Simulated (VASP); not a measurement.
Set up this calculation in VASP 6.6.1, as the native input.

```yaml
Task: single point
Functional: PBEsol
Potentials_or_basis: VASP PAW PBE potentials, release 64 (Zn, Au)
Cutoff: 520 eV
k_mesh: 13 × 13 × 13
Occupations: fermi-dirac, width 0.05 eV
Spin: no spin polarisation
Dipole_correction: no
Further_INCAR_settings: ALGO = Normal; EDIFF = 1e-06; NBANDS = 18
```

The structure of ZnAu lies in POSCAR:

```
ZnAu
1.0
    3.2087215522      0.0000000000      0.0000000000
    0.0000000000      3.2087215522      0.0000000000
    0.0000000000      0.0000000000      3.2087215522
Zn Au
1 1
Direct
    0.5000000000      0.5000000000      0.5000000000
    0.0000000000      0.0000000000      0.0000000000
```

One way to write it, as run:

INCAR

```
SYSTEM = ZnAu
ALGO = Normal
EDIFF = 1E-6
ENCUT = 520
GGA = PS
ISIF = 2
ISMEAR = -1
LASPH = .True.
LCHARG = .False.
LREAL = .False.
LWAVE = .False.
NBANDS = 18
NELM = 100
PREC = Accurate
SIGMA = 0.05
```

KPOINTS

```
k-points
0
Gamma
  13 13 13
  0 0 0
```

Potentials or basis: VASP PAW PBE potentials, release 64 (Zn, Au).

Launch:

```sh
$ cat potpaw_PBE.64/Zn/POTCAR potpaw_PBE.64/Au/POTCAR > POTCAR
$ mpirun -np 1 vasp_std > vasp.out
```

Results of the run:

```yaml
Pressure: -8.7 GPa
Band_gap_on_the_k_mesh: zero (an odd number of electrons rules out a gap without spin polarisation)
```

Caveat: the cell stands under tension; the PAW data sets were made with another functional, which shifts forces and pressure a little; spin-orbit coupling is left out, which moves the levels of the heavy elements.

Run time: 17 s on 1 thread of Intel(R) Xeon(R) Platinum 8259CL CPU @ 2.50GHz (Skylake/Cascade Lake), on a shared host, peak memory 0.18 GiB.
